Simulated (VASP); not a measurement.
Runs of VASP 6.6.1 on Rh. The structure is that of space group Fm-3m (No. 225), or close to it. The cells are those of the table. 

```csv
task,cell,k mesh,cutoff (eV),gap on the mesh (eV),pressure (GPa),relaxed volume (Å³/atom)
relaxation of cell and atoms,"relaxed from a = 2.675 Å, angles 60.0°, 1 atom",18 × 18 × 18,600,none,0.0,13.49
single point,"a = 2.721 Å, angles 60.0°, 1 atom",8 × 8 × 8,520,none,(a),-
single point,"a = 2.673 Å, angles 60.0°, 1 atom",18 × 18 × 18,520,none,-0.1,-
relaxation of cell and atoms,"relaxed from a = 2.721 Å, angles 60.0°, 1 atom",8 × 8 × 8,600,none,-0.2,(b)
single point,"a = 2.675 Å, angles 60.0°, 1 atom",8 × 8 × 8,520,none,0.1,-
```

Alike in all rows: level PBEsol; potentials or basis VASP PAW PBE potentials, release 64 (Rh_pv); no spin polarisation; smearing gaussian 0.1 eV.

Question: Estimate the missing entries.

Answer: (a) -13.1; (b) 13.54.

Caveats: the PAW data sets were made with another functional, which shifts forces and pressure a little.

A k mesh can miss the band edges, and the runs leave out spin-orbit coupling on Rh.

A gap of «none» marks levels without a gap at the run's occupations.
